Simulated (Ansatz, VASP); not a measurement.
Two plane-wave programs on Sb

```
Sb
1.0
     3.12240    0.00000    0.00000
     0.00000    4.34752    0.00000
    -0.03891    0.00000    4.40585
Sb
2
Direct
  0.98861 0.75000 0.75883
  0.01139 0.25000 0.24117
```

Alike in both runs: task single point; functional PBE; k mesh 6 × 4 × 4; occupations gaussian, width 0.1 eV; no spin polarisation.

```csv
,VASP,Ansatz
version,VASP 6.6.1,Ansatz 0.2.0
potentials or method,"VASP PAW PBE potentials, release 64 (Sb), cutoff 520 eV","scalar-relativistic, plane waves, PAW"
valence electrons in the cell,10,30
```

```csv
,VASP,Ansatz,Ansatz less VASP
gap on the k mesh at the Fermi level (eV),none,none,-
pressure (GPa),0.8,0.8,+0.01
"traceless stress, the component that is largest in VASP (GPa)",-4.06,-4.06,-0.001
rms of the force components (eV/Å),0.041,0.036,-0.0046
```

Atom by atom the forces differ by 0.005 eV/Å (rms over components). A gap of «none» marks a metal or a gap that the smearing closes. The functional is the same, so the differences come from potentials, cutoffs and numerics. VASP's potentials hold 10 valence electrons a cell and Ansatz's 30, so a difference there can come from the potentials and not from the codes.

The k mesh is coarse, so the values compare programs but aren't converged. Spin-orbit coupling is off throughout.
